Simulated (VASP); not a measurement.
# Sn (P1) in VASP: further runs, part 2 of 2

VASP 6.6.1.

**3. Single point, PBEsol**

Contents of INCAR:

```
SYSTEM = Sn
  ALGO = Normal
  EDIFF = 1E-7
  ENCUT = 520
  GGA = PS
  ISIF = 2
  ISMEAR = -1
  LASPH = .TRUE.
  LCHARG = .FALSE.
  LREAL = Auto
  LWAVE = .FALSE.
  NBANDS = 126
  NELM = 80
  PREC = Accurate
  SIGMA = 0.1723
```

Contents of KPOINTS:

```
Automatic mesh
0
Gamma
  2 2 2
  0.5 0.5 0.5
```

Contents of POSCAR:

```
Sn
1.0
   -6.7934008511     -6.7934008511      0.0000000000
    0.0000000000     -6.7934008511      6.7934008511
   -6.7934008511      0.0000000000      6.7934008511
Sn
16
Direct
    0.7580603755      0.2529364949      0.2632107304
    0.2584766509      0.2791864549      0.1979492348
    0.7494358292      0.7760086760      0.2730611723
    0.3348898512      0.7485549744      0.1437021046
    0.7255523571      0.2435853612      0.7430556669
    0.2116130097      0.2836655811      0.7556749723
    0.7711895139      0.7961736130      0.6978559935
    0.2626108836      0.7521090117      0.7528357464
    0.3880830909      0.3947477940      0.3246518273
    0.8991220500      0.3808233250      0.3495264820
    0.3594061433      0.8670509998      0.3882155724
    0.9896659490      0.8134023917      0.3422616376
    0.3901994094      0.3779983040      0.8417426154
    0.8231884328      0.3841099704      0.8557659304
    0.4281005293      0.9284911399      0.8064733143
    0.8082102205      0.8505757465      0.9550968863
```

Potentials or basis: VASP PAW PBE potentials, release 64 (Sn_d).

Launch:

```console
$ cat potpaw_PBE.64/Sn_d/POTCAR > POTCAR
$ mpirun -np 1 vasp_std > vasp.out
```

Wall time 57 min (1 thread of Oxide Virtual Turin-like, shared host); peak memory 1.1 GiB.

It converged, with:

```
Free energy   : -63.0636 eV
Pressure      : -2.2 GPa
Largest force : 3.021 eV/Å
```

Forces on the atoms (eV/Å):
```
Sn   0.541  0.359 -1.139
Sn  -1.113  0.593 -0.167
Sn  -1.320  1.381  1.040
Sn  -1.220  0.031  0.750
Sn  -0.948 -0.474 -1.880
Sn   0.812 -0.080 -0.480
Sn  -1.293 -0.038 -0.971
Sn   0.095  0.286  0.610
Sn  -0.702  0.512  0.195
Sn   0.182 -0.007  0.988
Sn   0.535 -0.806 -0.345
Sn   0.862  0.172  1.052
Sn   1.293  0.359  1.014
Sn  -1.003 -0.946  1.175
Sn   1.682  0.465 -0.025
Sn   1.598 -1.806 -1.819
```

Stress tensor (GPa, compression positive):
```
-1.96  0.54 -0.42
 0.54 -2.60  1.09
-0.42  1.09 -1.93
```

Levels at points of the mesh, in eV from the Fermi level:
```
           k point  band 110  band 111  band 112  band 113  band 114  band 115
(0.25, 0.25, 0.25)     -0.45     -0.33     -0.12      0.19      0.30      0.44
```

Caveat: the k points lie up to 0.40 Å⁻¹ apart; the atoms stand as in a frame of molecular dynamics; the PAW data sets were made with another functional, which shifts forces and pressure a little; spin-orbit coupling is left out, which moves the levels of the heavy elements.

**4. Single point, PBEsol**

Contents of INCAR:

```
SYSTEM = Sn
ALGO = Normal ; EDIFF = 1E-6
ENCUT = 520 ; GGA = PS
ISIF = 2 ; ISMEAR = -1
LASPH = .TRUE. ; LCHARG = .FALSE.
LREAL = Auto ; LWAVE = .FALSE.
NBANDS = 126 ; NELM = 100
PREC = Accurate ; SIGMA = 0.1723
```

KPOINTS is that of step 3.

Contents of POSCAR:

```
Sn
1.0
   -6.7934008511     -6.7934008511      0.0000000000
    0.0000000000     -6.7934008511      6.7934008511
   -6.7934008511      0.0000000000      6.7934008511
Sn
16
Direct
    0.7627660451      0.2621460943      0.2444761521
    0.2370566724      0.2644673911      0.1967203216
    0.7781681982      0.7508363796      0.2605433624
    0.3081500041      0.7435407700      0.2105962141
    0.7602498532      0.2668769354      0.7318681922
    0.2426298751      0.2566771840      0.7353133003
    0.7681906477      0.7626485046      0.7062992609
    0.2567399655      0.7535654987      0.7567290099
    0.4157233707      0.3591843840      0.3485147648
    0.8737304231      0.3901767404      0.3791801863
    0.3699201703      0.8830741968      0.4022637645
    0.9464401028      0.8136216486      0.3745922044
    0.3709212889      0.4070779953      0.8309527325
    0.8424680989      0.3933521013      0.8865033335
    0.3730479116      0.8878572209      0.8486640383
    0.8541567953      0.8276896393      0.9043572777
```

Potentials or basis: VASP PAW PBE potentials, release 64 (Sn_d).

Launch:

```console
$ cat potpaw_PBE.64/Sn_d/POTCAR > POTCAR
$ mpirun -np 1 vasp_std > vasp.out
```

OUTCAR:

```text
SYSTEM = Sn
   EDIFF = 1E-6
   ENCUT = 520
   GGA = PS
   ISIF = 2
   ISMEAR = -1
   LASPH = .TRUE.
   LREAL = Auto
   NELM = 100
   PREC = Accurate

 ion  position               nearest neighbor table
   1  0.763  0.262  0.244-   9 2.73  14 2.83  10 2.93  12 3.53
   2  0.237  0.264  0.197-  13 2.88  10 2.92  11 3.09   9 3.36
   3  0.778  0.751  0.261-  12 2.75  10 2.84  16 2.88  11 3.20
   4  0.308  0.744  0.211-  12 2.87  15 2.88   9 3.02  11 3.15
   5  0.760  0.267  0.732-  10 2.77  14 2.87  13 3.07  16 3.47
   6  0.243  0.257  0.735-  15 2.89  13 2.95   9 3.06  14 3.14
[... 2258 lines left out ...]
  Total       -9.4043625     -9.2401303     -8.6907315     -1.3568500      0.4908552     -4.1554924
  in kB      -24.0296932    -23.6100529    -22.2062486     -3.4669748      1.2542159    -10.6179666
  external PRESSURE =     -23.2819982 kB  Pullay stress =       0.0000000 kB

 VOLUME and BASIS-vectors are now :
 -----------------------------------------------------------------------------
  energy-cutoff  :      520.00
  volume of cell :      627.03
      direct lattice vectors                 reciprocal lattice vectors
    -6.793400851 -6.793400851  0.000000000    -0.073600839 -0.073600839 -0.073600839
     0.000000000 -6.793400851  6.793400851     0.073600839 -0.073600839  0.073600839
    -6.793400851  0.000000000  6.793400851    -0.073600839  0.073600839  0.073600839

 POSITION                                       TOTAL-FORCE (eV/Angst)
 -----------------------------------------------------------------------------------
     -6.84260     -6.96264      3.44169        -1.073073      0.074650     -0.591182
     -2.94682     -3.40705      3.13303        -1.191005     -0.111680      0.463456
     -7.05638    -10.38714      6.87071         1.075944      0.878605      0.217222
     -3.52405     -7.14456      6.48183        -0.857440      0.197332      0.263412
    -10.13656     -6.97768      6.78488        -0.512229      1.332984      0.095319
     -6.64356     -3.39199      6.73899         0.639208     -0.220439      0.179502
[... 8 lines left out ...]
     -8.29958     -8.56583     11.79689        -0.888139     -1.069684      0.388077
    -11.94629    -11.42546     11.76649        -0.140529     -1.578751      0.356404
 -----------------------------------------------------------------------------------
    total drift:                                0.028444      0.039221     -0.040026

  FREE ENERGIE OF THE ION-ELECTRON SYSTEM (eV)
  ---------------------------------------------------
  free  energy   TOTEN  =       -64.3870406656 eV

  energy  without entropy=      -63.9288369334  energy(sigma->0) =      -64.15793880
```

OSZICAR:

```text
N       E                     dE             d eps       ncg     rms          rms(c)
DAV:   1     0.287350879591E+04    0.28735E+04   -0.10645E+05  4198   0.248E+03
DAV:   2     0.484211245486E+03   -0.23893E+04   -0.23614E+04  4032   0.710E+02
DAV:   3    -0.169026779309E+02   -0.50111E+03   -0.48281E+03  4336   0.259E+02
DAV:   4    -0.631563191203E+02   -0.46254E+02   -0.44968E+02  4536   0.788E+01
DAV:   5    -0.649295665887E+02   -0.17732E+01   -0.17514E+01  4400   0.147E+01    0.803E+00
DAV:   6    -0.645490454234E+02    0.38052E+00   -0.10700E+00  5378   0.764E+00    0.415E+00
DAV:   7    -0.643818033451E+02    0.16724E+00   -0.78577E-01  4384   0.502E+00    0.713E-01
DAV:   8    -0.643840087524E+02   -0.22054E-02   -0.99631E-02  4354   0.226E+00    0.401E-01
DAV:   9    -0.643858021056E+02   -0.17934E-02   -0.18038E-02  4608   0.105E+00    0.151E-01
DAV:  10    -0.643866572275E+02   -0.85512E-03   -0.31455E-03  4258   0.688E-01    0.568E-02
DAV:  11    -0.643869728432E+02   -0.31562E-03   -0.10137E-03  6624   0.180E-01    0.271E-02
DAV:  12    -0.643870281300E+02   -0.55287E-04   -0.85930E-05  4424   0.850E-02    0.112E-02
DAV:  13    -0.643870386637E+02   -0.10534E-04   -0.34649E-05  4472   0.327E-02    0.466E-03
DAV:  14    -0.643870402553E+02   -0.15916E-05   -0.29604E-06  2912   0.225E-02    0.197E-03
DAV:  15    -0.643870406656E+02   -0.41032E-06   -0.75671E-07  2352   0.641E-03
   1 F= -.64387041E+02 E0= -.64157939E+02  d E =-.458204E+00
```

stdout:

```text
POSCAR found type information on POSCAR Sn
 POSCAR found :  1 types and      16 ions
 scaLAPACK will be used
 -----------------------------------------------------------------------------
|                                                                             |
|                                                                             |
|     You enforced a specific xc type in the INCAR file but a different       |
|     I HOPE YOU KNOW WHAT YOU ARE DOING!                                     |
|                                                                             |
 -----------------------------------------------------------------------------

 LDA part: xc-table for (Slater+PW92), standard interpolation
 POSCAR, INCAR and KPOINTS ok, starting setup
 FFT: planning ... GRIDC
 FFT: planning ... GRID_SOFT
 FFT: planning ... GRID
 WAVECAR not read
 entering main loop
```

Wall time 64 min (1 thread of Oxide Virtual Turin-like, shared host); peak memory 1.1 GiB.

Results:

```yaml
Free_energy: -64.3870 eV
Pressure: -2.3 GPa
Largest_force: 1.723 eV/Å
Band_gap_on_the_k_mesh: zero (bands 112 and 113 overlap by 0.01 eV)
```

Forces on the atoms (eV/Å):
```
Sn  -1.073  0.075 -0.591
Sn  -1.191 -0.112  0.463
Sn   1.076  0.879  0.217
Sn  -0.857  0.197  0.263
Sn  -0.512  1.333  0.095
Sn   0.639 -0.220  0.180
Sn  -0.289  1.407  0.938
Sn   1.193  1.187  0.369
Sn   1.078  1.034  0.580
Sn   0.274 -0.234 -0.635
Sn   0.800 -0.905 -1.060
Sn   0.733 -1.546 -0.053
Sn  -0.753  0.267 -0.930
Sn  -0.088 -0.713 -0.582
Sn  -0.888 -1.070  0.388
Sn  -0.141 -1.579  0.356
```

Levels at points of the mesh, in eV from the Fermi level:
```
           k point  band 110  band 111  band 112  band 113  band 114  band 115
(0.25, 0.25, 0.25)     -0.51     -0.34     -0.24      0.09      0.22      0.44
```

Caveat: the k points lie up to 0.40 Å⁻¹ apart; the atoms stand as in a frame of molecular dynamics; the PAW data sets were made with another functional, which shifts forces and pressure a little; spin-orbit coupling is left out, which moves the levels of the heavy elements.

**5. Overview**

| cell | smearing | gap on the mesh (eV) | pressure (GPa) | largest force (eV/Å) |
| --- | --- | --- | --- | --- |
| a = 9.282 Å, angles 60.0°, 16 atoms, atomic positions A | fermi-dirac 0.0517 eV | none | -0.2 | 1.75 |
| a = 9.607 Å, angles 60.0°, 16 atoms, atomic positions B | fermi-dirac 0.1723 eV | - | -2.2 | 3.02 |
| a = 9.607 Å, angles 60.0°, 16 atoms, atomic positions C | fermi-dirac 0.1723 eV | none | -2.3 | 1.72 |

Alike in all rows: task single point; level PBEsol; potentials or basis VASP PAW PBE potentials, release 64 (Sn_d); no spin polarisation; k mesh 2 × 2 × 2, shifted; cutoff (eV) 520.

Caveats: all runs use coarse meshes; the atoms stand as in a frame of molecular dynamics; the PAW data sets were made with another functional, which shifts forces and pressure a little; spin-orbit coupling is left out, which moves the levels of the heavy elements.

Absolute energies hang on the potentials; compare differences alone.
